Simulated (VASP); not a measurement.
RbBr:

```
CELL_PARAMETERS angstrom
4.12793 -0.07905 0.00000
-0.07905 4.12793 0.00000
0.00000 0.00000 4.12793
ATOMIC_POSITIONS crystal
Rb 0.00000 0.00000 0.00000
Br 0.50000 0.50000 0.50000
```

This cell differs from its parent crystal: shear xy strain -3.8%.

Base run:

| Quantity | Value |
| --- | --- |
| Program | VASP 6.6.1 |
| Functional | PBE |
| Potentials or basis | VASP PAW PBE potentials, release 64 (Rb_sv, Br) |
| Cutoff | 520 eV |
| k mesh | 6 × 6 × 6 |
| Occupations | fermi-dirac, width 0.02 eV |
| Spin | no spin polarisation |

Its results: band gap on the k mesh 4.08 eV (least direct gap 4.22 eV); pressure 0.8 GPa.

Task: The run is repeated on the same cell with these changes: functional from PBE to r2SCAN; occupations from fermi-dirac, width 0.02 eV to gaussian, width 0.01 eV. What comes out?

Result: Band gap on the k mesh 4.83 eV (least direct gap 4.97 eV); pressure 0.1 GPa.

Caveats: the structure was generated, so it needn't be the stable form of RbBr; the PAW data sets were made with another functional, which shifts forces and pressure a little (at least some runs).

A k mesh can miss the band edges.
